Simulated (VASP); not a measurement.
A run of VASP 6.6.1 is set up as follows.

The input INCAR:

```
PREC = Accurate
ENCUT = 520
EDIFF = 1E-6
ISMEAR = -1
SIGMA = 0.1
LREAL = False
LASPH = True
NELM = 100
ALGO = Normal
ISIF = 2
LWAVE = False
LCHARG = False
GGA = PS
NBANDS = 20
```

The input KPOINTS:

```
Automatic mesh
0
Gamma
  9 9 9
```

POSCAR

```
In
1.0
    0.0000000000      3.3233596939      3.3233596939
    3.3233596939      0.0000000000      3.3233596939
    3.3233596939      3.3233596939      0.0000000000
In
2
Direct
    0.1250000000      0.1250000000      0.1250000000
    0.8750000000      0.8750000000      0.8750000000
```

Potentials or basis: VASP PAW PBE potentials, release 64 (In_d).

Run with:

```bash
$ cat potpaw_PBE.64/In_d/POTCAR > POTCAR
$ mpirun -np 1 vasp_std > vasp.out
```

Q: What does it give for the band gap on the k mesh?

A: Zero (bands 13 and 14 overlap by 3.13 eV).

Q: What does it give for the pressure?

A: -1.0 GPa.

Caveat: the PAW data sets were made with another functional, which shifts forces and pressure a little; spin-orbit coupling is left out, which moves the levels of the heavy elements.
